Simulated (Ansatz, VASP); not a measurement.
**TiAl in VASP and in Ansatz**

Contents of INCAR:

```
PREC = Accurate
ENCUT = 520
EDIFF = 1E-7
ISMEAR = 0
SIGMA = 0.1
LREAL = False
LASPH = True
NELM = 60
ALGO = Fast
ISIF = 2
LWAVE = False
LCHARG = False
GGA = PE
NBANDS = 14
```

The input KPOINTS:

```
Automatic mesh
0
Gamma
  14 14 14
```

File POSCAR:

```
TiAl
1.0
    3.2567921148      0.0000000000      0.0000000000
    0.0000000000      3.2567921148      0.0000000000
    0.0000000000      0.0000000000      3.2567921148
Ti Al
1 1
Direct
    0.0000000000      0.0000000000      0.0000000000
    0.5000000000      0.5000000000      0.5000000000
```

Input for Ansatz:

```yaml
crystal:
  lattice:
    - [3.2567921148, 0.0, 0.0]
    - [0.0, 3.2567921148, 0.0]
    - [0.0, 0.0, 3.2567921148]
  atoms:
    - { symbol: Ti, position: [0.0, 0.0, 0.0] }
    - { symbol: Al, position: [0.5, 0.5, 0.5] }
basis:
  ecutwfc: 420
kpoints:
  mp_grid: { grid: [14, 14, 14] }
hamiltonian:
  xc: pbe
scf:
  occupations: { method: gaussian, width: 0.1 }
output:
  forces: true
  stress: true
  eigenvalues: true
```

Alike in both runs: task single point; functional PBE; k mesh 14 × 14 × 14; occupations gaussian, width 0.1 eV; no spin polarisation.

```csv
,VASP,Ansatz
version,VASP 6.6.1,Ansatz 0.2.0
potentials or method,"VASP PAW PBE potentials, release 64 (Ti_sv, Al), cutoff 520 eV","scalar-relativistic, plane waves, PAW"
valence electrons in the cell,15,15
```

```csv
,VASP,Ansatz,Ansatz less VASP
gap on the k mesh at the Fermi level (eV),none,none,-
pressure (GPa),-6.4,-6.4,+0.02
```

A gap of «none» marks a metal or a gap that the smearing closes.
